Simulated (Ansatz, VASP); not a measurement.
## Two plane-wave programs on Al2P3

```xyz
5
Lattice="4.0539 0.0000 0.0000 -2.0270 3.5108 0.0000 0.0000 0.0000 6.9227" Properties=species:S:1:pos:R:3 pbc="T T T"
Al    0.0000    2.3405    0.0000
Al    2.0270    1.1703    0.0000
P     0.0000    0.0000    1.9480
P     0.0000    0.0000    4.9747
P     0.0000    0.0000    0.0000
```

Alike in both runs: task relaxation of cell and atoms; functional PBE; k mesh 6 × 6 × 4; occupations gaussian, width 0.1 eV; no spin polarisation.

```csv
,VASP,Ansatz
version,VASP 6.6.1,Ansatz 0.2.0
potentials or method,"VASP PAW PBE potentials, release 64 (Al, P), cutoff 600 eV","scalar-relativistic, plane waves, PAW"
valence electrons in the cell,21,21
```

```tsv
	VASP	Ansatz	Ansatz less VASP
gap on the k mesh at the Fermi level, each at its own relaxed structure (eV)	none	none	-
relaxed volume (Å³/atom)	24.18	24.04	-0.130
relaxed cell length with the largest relative difference (Å)	4.532	4.519	-0.0127
```

A gap of «none» marks a metal or a gap that the smearing closes.

Noted on VASP's run: the volume moved by over 15 % at a fixed basis, so the end points are rough.
